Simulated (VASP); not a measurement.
# MgO (Fm-3m) in VASP: a series of runs

MgO is run at these levels: LDA; tasks: single point.

All numbers are computed with VASP 6.6.1; they aren't measurements. Logs are shortened: lines on timing, memory, paths and dates and some standing lists are left out, and cuts for length are marked.

**1. The cell of the first run**

The structure is cubic, space group Fm-3m (No. 225). The conventional cell has a = 4.088 Å, b = 4.088 Å, c = 4.088 Å, α = 90.00°, β = 90.00°, γ = 90.00°. Mg (site symmetry m-3m) has 6 O at 2.04 Å within 2.7 Å. O (site symmetry m-3m) has 6 Mg at 2.04 Å within 2.7 Å.

**2. Single point, LDA**

Contents of INCAR:

```
SYSTEM = MgO
ALGO = Normal
EDIFF = 1E-6
ENCUT = 750
GGA = CA
GGA_COMPAT = .FALSE.
ISIF = 2
ISMEAR = 0
LASPH = .TRUE.
LCHARG = .FALSE.
LREAL = .FALSE.
LWAVE = .FALSE.
NBANDS = 15
NELM = 120
PREC = Accurate
SIGMA = 0.01
```

Contents of KPOINTS:

```
k-points
0
G
  10 10 10
  0 0 0
```

Contents of POSCAR:

```
MgO
1.0
    0.0000000000      2.0438260750      2.0438260750
    2.0438260750      0.0000000000      2.0438260750
    2.0438260750      2.0438260750      0.0000000000
Mg O
1 1
Direct
    0.0000000000      0.0000000000      0.0000000000
    0.5000000000      0.5000000000      0.5000000000
```

Potentials or basis: VASP PAW LDA potentials, release 64 (Mg_sv, O).

Run with:

```
cat potpaw_LDA.64/Mg_sv/POTCAR potpaw_LDA.64/O/POTCAR > POTCAR
mpirun -np 1 vasp_std > vasp.out
```

OUTCAR:

```text
SYSTEM = MgO
   EDIFF = 1E-6
   ENCUT = 750
   GGA = CA
   ISIF = 2
   ISMEAR = 0
   LASPH = .TRUE.
   LREAL = .FALSE.
   NELM = 120
   PREC = Accurate

 ion  position               nearest neighbor table
   1  0.000  0.000  0.000-   2 2.04   2 2.04   2 2.04   2 2.04   2 2.04   2 2.04
   2  0.500  0.500  0.500-   1 2.04   1 2.04   1 2.04   1 2.04   1 2.04   1 2.04

  LATTYP: Found a face centered cubic cell.
 ALAT       =     4.0876521500

  Lattice vectors:

 A1 = (   0.0000000000,   2.0438260750,   2.0438260750)
 A2 = (   2.0438260750,   0.0000000000,   2.0438260750)
 A3 = (   2.0438260750,   2.0438260750,   0.0000000000)

Analysis of symmetry for initial positions (statically):
=====================================================================
 Subroutine PRICEL returns:
 Original cell was already a primitive cell.

 Routine SETGRP: Setting up the symmetry group for a
 face centered cubic supercell.

 Subroutine GETGRP returns: Found 48 space group operations
 (whereof 48 operations were pure point group operations)
 out of a pool of 48 trial point group operations.

The static configuration has the point symmetry O_h .

Analysis of symmetry for dynamics (positions and initial velocities):
=====================================================================
 Subroutine PRICEL returns:
 Original cell was already a primitive cell.

 Routine SETGRP: Setting up the symmetry group for a
 face centered cubic supercell.

 Subroutine GETGRP returns: Found 48 space group operations
 (whereof 48 operations were pure point group operations)
 out of a pool of 48 trial point group operations.

The dynamic configuration has the point symmetry O_h .

 Subroutine INISYM returns: Found 48 space group operations
 (whereof 48 operations are pure point group operations),
 and found     1 'primitive' translations

----------------------------------------------------------------------------------------

                                     Primitive cell

  volume of cell :      17.0750

  direct lattice vectors                    reciprocal lattice vectors
     0.000000000  2.043826075  2.043826075    -0.244639212  0.244639212  0.244639212
     2.043826075  0.000000000  2.043826075     0.244639212 -0.244639212  0.244639212
     2.043826075  2.043826075  0.000000000     0.244639212  0.244639212 -0.244639212

  length of vectors
     2.890406554  2.890406554  2.890406554     0.423727544  0.423727544  0.423727544

  position of ions in fractional coordinates (direct lattice)
     0.000000000  0.000000000  0.000000000
     0.500000000  0.500000000  0.500000000

  ion indices of the primitive-cell ions
   primitive index   ion index
                 1           1
                 2           2

----------------------------------------------------------------------------------------

 KPOINTS: k-points

Automatic generation of k-mesh.
 Grid dimensions read from file:
 generate k-points for:   10   10   10

 Generating k-lattice:

  Cartesian coordinates                     Fractional coordinates (reciprocal lattice)
    -0.024463921  0.024463921  0.024463921     0.100000000  0.000000000  0.000000000
     0.024463921 -0.024463921  0.024463921     0.000000000  0.100000000  0.000000000
     0.024463921  0.024463921 -0.024463921     0.000000000  0.000000000  0.100000000

  Length of vectors
     0.042372754  0.042372754  0.042372754

  Shift w.r.t. Gamma in fractional coordinates (k-lattice)
     0.000000000  0.000000000  0.000000000

 Subroutine IBZKPT returns following result:
 ===========================================

 Found     47 irreducible k-points:

 Following reciprocal coordinates:
            Coordinates               Weight
  0.000000  0.000000  0.000000      1.000000
  0.100000  0.000000  0.000000      8.000000
  0.200000  0.000000  0.000000      8.000000
  0.300000  0.000000  0.000000      8.000000
  0.400000  0.000000  0.000000      8.000000
  0.500000  0.000000  0.000000      4.000000
[... 16 lines left out ...]
  0.300000  0.300000  0.000000      6.000000
  0.400000  0.300000  0.000000     24.000000
 [... further k-points ...]
   k-points           NKPTS =     47   k-points in BZ     NKDIM =     47   number of bands    NBANDS=     15
   number of dos      NEDOS =    301   number of ions     NIONS =      2
   total plane-waves  NPLWV =  21952
   dimension x,y,z NGX =    28 NGY =   28 NGZ =   28
   dimension x,y,z NGXF=    56 NGYF=   56 NGZF=   56
   ions per type =               1   1
   NGX,Y,Z   is equivalent  to a cutoff of  16.10, 16.10, 16.10 a.u.
   NGXF,Y,Z  is equivalent  to a cutoff of  32.21, 32.21, 32.21 a.u.
 SYSTEM =  MgO
   PREC   = accura    normal or accurate (medium, high low for compatibility)
   ISTART =      0    job   : 0-new  1-cont  2-samecut
   ICHARG =      2    charge: 1-file 2-atom 10-const
   ISPIN  =      1    spin polarized calculation?
   LNONCOLLINEAR =      F non collinear calculations
   LSORBIT =      F    spin-orbit coupling
   LASPH  =      T    aspherical Exc in radial PAW
   ENCUT  =  750.0 eV  55.12 Ry    7.42 a.u.   6.45  6.45  6.45*2*pi/ulx,y,z
   NELM   =    120;   NELMIN=  2; NELMDL= -5     # of ELM steps
   EDIFF  = 0.1E-05   stopping-criterion for ELM
   LREAL  =      F    real-space projection
   EDIFFG = 0.1E-04   stopping-criterion for IOM
   NSW    =      0    number of steps for IOM
   IBRION =     -1    ionic relax: 0-MD 1-quasi-New 2-CG
   NFREE  =      0    steps in history (QN), initial steepest desc. (CG)
   ISIF   =      2    stress and relaxation
   ISYM   =      2    0-nonsym 1-usesym 2-fastsym
   POTIM  = 0.5000    time-step for ionic-motion
   TEBEG  =    0.0;   TEEND  =   0.0 temperature during run
   PSTRESS=    0.0 pullay stress
   NELECT =      16.0000    total number of electrons
   NUPDOWN=      -1.0000    fix difference up-down
   EMIN   =  10.00;   EMAX   =-10.00  energy-range for DOS
   EFERMI =   0.00;   METHOD = LEGACY
   ISMEAR =     0;   SIGMA  =   0.01  broadening in eV -4-tet -1-fermi 0-gaus
   EFERMI_NEDOS =   21; number of points for ismear=-14 and -15
   IALGO  =     38    algorithm
   IMIX   =      4    mixing-type and parameters
     AMIX     =   0.40;   BMIX     =  1.00
     AMIX_MAG =   1.60;   BMIX_MAG =  1.00
  volume/ion in A,a.u.               =       8.54        57.61
  Fermi-wavevector in a.u.,A,eV,Ry     =   1.601994  3.027330 34.917786  2.566385
  Thomas-Fermi vector in A             =   2.698885
   LORBIT       =      0    0 simple, 1 ext, 2 COOP (PROOUT), +10 PAW based schemes
   GGA     = CA    functional components
   LHFCALC =     F    Hartree Fock is set to
   AEXX    =    0.0000 exact exchange contribution
   IVDW    =     0    specifies the selected vdW correction
   LEPSILON=     F    determine dielectric tensor
   LRPA    =     F    only Hartree local field effects (RPA)
 non-spin polarized calculation
 Gauss-broadening in eV      SIGMA  =   0.01
  energy-cutoff  :      750.00
  volume of cell :       17.08
 maximum number of plane-waves:       821
 NGX is ok and might be reduce to    28
   NGX = 13   NGY = 13   NGZ = 13

 number of electron      16.0000009 magnetization

 Free energy of the ion-electron system (eV)
  ---------------------------------------------------
  ext. energy  EPLUGINS =         0.00000000
  ---------------------------------------------------
  free energy    TOTEN  =       -13.20069507 eV

  energy without entropy =      -13.20069507  energy(sigma->0) =      -13.20069507

 E-fermi :   3.5780     XC(G=0): -12.4066

 val. band max:        3.2652967533   @ k =   0.0000   0.0000   0.0000
 cond. band min:       8.8614434901   @ k =   0.0000   0.0000   0.0000
 fundamental gap:      5.5961467368
 Fermi energy:         3.5779874597

 k-point     1 :       0.0000    0.0000    0.0000
  band No.  band energies     occupation
      1     -67.7919      2.00000
      2     -35.2430      2.00000
      3     -35.2430      2.00000
      4     -35.2430      2.00000
      5     -14.2117      2.00000
      6       3.2653      2.00000
      7       3.2653      2.00000
      8       3.2653      2.00000
      9       8.8614      0.00000
     10      19.2805      0.00000
     11      19.2805      0.00000
     12      19.2805      0.00000
     13      23.5539      0.00000
     14      25.2966      0.00000
     15      25.2966      0.00000

 k-point     2 :       0.1000    0.0000    0.0000
  band No.  band energies     occupation
      1     -67.7903      2.00000
      2     -35.2557      2.00000
      3     -35.2441      2.00000
      4     -35.2441      2.00000
      5     -14.0795      2.00000
      6       2.5894      2.00000
      7       3.1841      2.00000
      8       3.1841      2.00000
      9       9.4715      0.00000
     10      18.0308      0.00000
     11      19.5549      0.00000
     12      19.5549      0.00000
     13      24.6760      0.00000
     14      24.6760      0.00000
     15      25.3442      0.00000

 k-point     3 :       0.2000    0.0000    0.0000
  band No.  band energies     occupation
      1     -67.7864      2.00000
      2     -35.2888      2.00000
      3     -35.2471      2.00000
      4     -35.2471      2.00000
      5     -13.7146      2.00000
      6       1.1619      2.00000
      7       2.9792      2.00000
      8       2.9792      2.00000
      9      10.6245      0.00000
     10      16.5712      0.00000
     11      20.1502      0.00000
     12      20.1502      0.00000
     13      24.0189      0.00000
     14      24.0189      0.00000
     15      26.6949      0.00000
[... 343 lines left out ...]
 k-point    23 :       0.3000    0.3000    0.0000
  band No.  band energies     occupation
      1     -67.7786      2.00000
      2     -35.3186      2.00000
      3     -35.2708      2.00000
      4     -35.2708      2.00000
      5     -12.9911      2.00000
      6      -0.1628      2.00000
      7       2.2188      2.00000
      8       2.2188      2.00000
      9      12.9714      0.00000
     10      13.6256      0.00000
     11      18.4180      0.00000
     12      21.9994      0.00000
     13      21.9994      0.00000
     14      28.1087      0.00000
     15      32.2243      0.00000

 k-point    24 :       0.4000    0.3000    0.0000
  band No.  band energies     occupation
      1     -67.7755      2.00000
      2     -35.3342      2.00000
      3     -35.2790      2.00000
      4     -35.2754      2.00000
      5     -12.6863      2.00000
      6      -0.6492      2.00000
      7       1.8064      2.00000
      8       2.0541      2.00000
      9      13.2265      0.00000
     10      13.8544      0.00000
     11      17.5772      0.00000
     12      22.3263      0.00000
     13      22.5545      0.00000
     14      28.9356      0.00000
     15      31.8116      0.00000

 [... further k-points ...]
[... 5 lines left out ...]
  --------------------------------------------------------------------------------------
  -------------------------------------------------------------------------------------
  Total        1.0914004      1.0914004      1.0914004      0.0000000      0.0000000     -0.0000000
  in kB      102.4077613    102.4077613    102.4077613      0.0000000      0.0000000     -0.0000000
  external PRESSURE =     102.4077613 kB  Pullay stress =       0.0000000 kB

 VOLUME and BASIS-vectors are now :
 -----------------------------------------------------------------------------
  energy-cutoff  :      750.00
  volume of cell :       17.08
      direct lattice vectors                 reciprocal lattice vectors
     0.000000000  2.043826075  2.043826075    -0.244639212  0.244639212  0.244639212
     2.043826075  0.000000000  2.043826075     0.244639212 -0.244639212  0.244639212
     2.043826075  2.043826075  0.000000000     0.244639212  0.244639212 -0.244639212

 POSITION                                       TOTAL-FORCE (eV/Angst)
 -----------------------------------------------------------------------------------
      0.00000      0.00000      0.00000         0.000000      0.000000      0.000000
      2.04383      2.04383      2.04383        -0.000000     -0.000000     -0.000000
 -----------------------------------------------------------------------------------
    total drift:                                0.000000      0.000000      0.000000

  FREE ENERGIE OF THE ION-ELECTRON SYSTEM (eV)
  ---------------------------------------------------
  free  energy   TOTEN  =       -13.2006950726 eV

  energy  without entropy=      -13.2006950726  energy(sigma->0) =      -13.20069507
```

Wall time 17 s (1 thread of AMD EPYC 9R45 (Zen 5), shared host); peak memory 0.12 GiB.

What came out:

| Quantity | Value |
| --- | --- |
| Free energy | -13.2007 eV |
| Pressure | 10.2 GPa |
| Band gap on the k mesh | 5.60 eV |

Caveat: the cell stands under pressure.

[end of part 1 of 2]
